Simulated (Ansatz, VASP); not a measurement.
# One calculation of ZnS, two programs

File POSCAR:

```
ZnS
1.0
    0.0000000000      2.7857895000      2.6235105000
    2.7857895000      0.0000000000      2.6235105000
    2.7857895000      2.7857895000      0.0000000000
Zn S
1 1
Direct
    0.0000000000      0.0000000000      0.0000000000
    0.7500000000      0.7500000000      0.7500000000
```

The input INCAR.step1:

```
SYSTEM = ZnS
PREC = Accurate
ENCUT = 520
ISMEAR = 0
SIGMA = 0.05
LREAL = .False.
LASPH = .True.
NELM = 100
NBANDS = 16
GGA = PE
ALGO = Normal
EDIFF = 1E-4
LWAVE = .True.
LCHARG = .False.
```

File INCAR.step2:

```
SYSTEM = ZnS
PREC = Accurate
ENCUT = 520
EDIFF = 1E-6
ISMEAR = 0
SIGMA = 0.05
LREAL = .False.
LASPH = .True.
NELM = 100
ALGO = Normal
ISIF = 2
LWAVE = .False.
LCHARG = .True.
METAGGA = R2SCAN
LMIXTAU = .True.
LELF = .True.
LVHAR = .True.
NBANDS = 16
ISTART = 1
```

Contents of KPOINTS:

```
regular mesh
0
Gamma
  8 8 8
  0 0 0
```

Input for Ansatz:

```yaml
crystal:
  lattice:
    - [0.0, 2.7857895, 2.6235105]
    - [2.7857895, 0.0, 2.6235105]
    - [2.7857895, 2.7857895, 0.0]
  atoms:
    - { symbol: Zn, position: [0.0, 0.0, 0.0] }
    - { symbol: S, position: [0.75, 0.75, 0.75] }
basis:
  ecutwfc: 500
kpoints:
  mp_grid: { grid: [8, 8, 8] }
hamiltonian:
  xc: r2scan
scf:
  occupations: { method: gaussian, width: 0.05 }
output:
  forces: true
  stress: true
  eigenvalues: true
```

Change from the starting cell: strain +0.030 along x and y, -0.030 along z, atoms carried along.

Alike in both runs: task single point; functional r2SCAN; k mesh 8 × 8 × 8; occupations gaussian, width 0.05 eV; no spin polarisation.

|  | VASP | Ansatz |
| --- | --- | --- |
| version | VASP 6.6.1 | Ansatz 0.2.0 |
| potentials or method | VASP PAW PBE potentials, release 64 (Zn, S), cutoff 520 eV | scalar-relativistic, plane waves, PAW |
| valence electrons in the cell | 18 | 18 |

```csv
,VASP,Ansatz,Ansatz less VASP
gap on the k mesh at the Fermi level (eV),2.39,2.39,-0.008
least direct gap on the mesh (eV),2.39,2.39,-0.008
pressure (GPa),-3.0,-3.0,0.00
"traceless stress, the component that is largest in VASP (GPa)",1.61,1.59,-0.020
```

VASP's potentials were made for PBE, not for r2SCAN.
